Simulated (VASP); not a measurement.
Input of a VASP 6.6.1 run:

INCAR

```
SYSTEM = BaTiO3
PREC     = Accurate       ! precision mode
ENCUT    = 520            ! plane-wave cutoff, eV
EDIFF    = 1E-6           ! SCF threshold, eV
ISMEAR   = 0              ! smearing method
SIGMA    = 0.05           ! smearing width, eV
LREAL    = .FALSE.        ! projectors in reciprocal space
LASPH    = .TRUE.         ! aspherical terms in the spheres
NELM     = 150            ! most SCF steps
ALGO     = Normal         ! electronic algorithm
ISIF     = 2              ! what is computed and relaxed
LWAVE    = .FALSE.        ! write WAVECAR
LCHARG   = .FALSE.        ! write CHGCAR
LMAXMIX  = 4              ! l up to which the mixer works
LDAU     = .TRUE.         ! DFT+U
LDAUTYPE = 2            
LDAUL    = -1 2 -1        ! shell
LDAUU    = 0 4 0          ! U, eV
LDAUJ    = 0 0 0        
LDAUPRINT= 1            
GGA      = PE             ! functional
NBANDS   = 28             ! bands
```

KPOINTS

```
Automatic mesh
0
G
  6 6 6
  0 0 0
```

POSCAR

```
BaTiO3
1.0
    2.9032776664      1.6762081422      2.2756719710
   -2.9032776664      1.6762081422      2.2756719710
    0.0000000000     -3.3524162845      2.2756719709
Ba Ti O
1 1 3
Direct
    0.0026800181      0.0026800181      0.0026800181
    0.5127992509      0.5127992509      0.5127992509
    0.4903227049      0.4903227049      0.9825753212
    0.4903227049      0.9825753212      0.4903227049
    0.9825753212      0.4903227049      0.4903227049
```

Potentials or basis: VASP PAW PBE potentials, release 64 (Ba_sv, Ti_sv, O).

The run is started by

```console
$ cat potpaw_PBE.64/Ba_sv/POTCAR potpaw_PBE.64/Ti_sv/POTCAR potpaw_PBE.64/O/POTCAR > POTCAR
$ mpirun -np 1 vasp_std > vasp.out
```

(1) What does it give for the pressure?

(2) What does it give for the largest force?

(3) Predict the band gap on the k mesh.

Results:

(1) 3.4 GPa.

(2) 0.670 eV/Å.

(3) 2.52 eV, indirect (least direct gap 2.89 eV).

Caveat: the cell differs from its parent crystal (strain +0.015 along x and y, -0.030 along z); spin-orbit coupling is left out, which moves the levels of the heavy elements.
